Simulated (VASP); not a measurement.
## BP: single point with PBEsol

The system is BP.

```
B P
1.0
     0.00000    2.26009    2.26009
     2.26009    0.00000    2.26009
     2.26009    2.26009    0.00000
B P
1 1
Direct
  0.00000 0.00000 0.00000
  0.25000 0.25000 0.25000
```

```yaml
Program: VASP 6.6.1
Task: single point
Functional: PBEsol
Potentials_or_basis: VASP PAW PBE potentials, release 64 (B, P)
Cutoff: 520 eV
k_mesh: 10 × 10 × 10
Occupations: gaussian, width 0.02 eV
Spin: no spin polarisation
Dipole_correction: no
Further_INCAR_settings: ALGO = Normal; EDIFF = 1e-06; NBANDS = 11
```

| Property | Result |
| --- | --- |
| Pressure | 0.1 GPa |
| Band gap on the k mesh | 1.12 eV, indirect (least direct gap 3.37 eV) |

Levels at points of the mesh, in eV from the valence-band top:
```
           k point  band 2  band 3  band 4  band 5  band 6  band 7
(0.00, 0.00, 0.00)    0.00    0.00    0.00    3.37    3.37    3.37
(0.50, 0.00, 0.00)   -9.18   -1.78   -1.78    3.80    4.66    4.66
(0.50, 0.50, 0.00)   -8.66   -4.19   -4.19    1.20    1.51   12.21
```

It took 8.2 s on 1 thread of AMD EPYC 7R13 Processor (Zen 3), with other jobs on the host, peak memory 0.11 GiB.

Caveat: the PAW data sets were made with another functional, which shifts forces and pressure a little. A k mesh can miss the band edges.
